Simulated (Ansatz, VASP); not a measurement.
CuF: VASP beside Ansatz

```xyz
2
Lattice="2.4710 0.0000 0.0000 0.0000 2.4710 0.0000 0.0000 0.0000 3.4165" Properties=species:S:1:pos:R:3 pbc="T T T"
Cu    0.0000    0.0000    0.0000
F     1.2355    1.2355    1.7083
```

Alike in both runs: task relaxation of cell and atoms; functional PBE; k mesh 8 × 8 × 6; occupations gaussian, width 0.1 eV; collinear spin.

|  | VASP | Ansatz |
| --- | --- | --- |
| version | VASP 6.6.1 | Ansatz 0.2.0 |
| potentials or method | VASP PAW PBE potentials, release 64 (Cu, F), cutoff 600 eV | scalar-relativistic, plane waves, PAW |
| valence electrons in the cell | 18 | 26 |

Ansatz gave:

```
gap on the k mesh at the Fermi level, each at its own relaxed structure (eV) : none
net moment per atom (μB)                                                     : 0.00
relaxed volume (Å³/atom)                                                     : 10.89
relaxed cell length with the largest relative difference (Å)                 : 2.795
```

**Question.** Estimate VASP's values.

**Answer.** gap on the k mesh at the Fermi level, each at its own relaxed structure (eV): none; net moment per atom (μB): 0.00; relaxed volume (Å³/atom): 10.87; relaxed cell length with the largest relative difference (Å): 2.834.

A gap of «none» marks a metal or a gap that the smearing closes. VASP's potentials hold 18 valence electrons a cell and Ansatz's 26, so a difference there can come from the potentials and not from the codes. Ansatz's warnings: filled band counts differ across k points, seeded moment not kept.
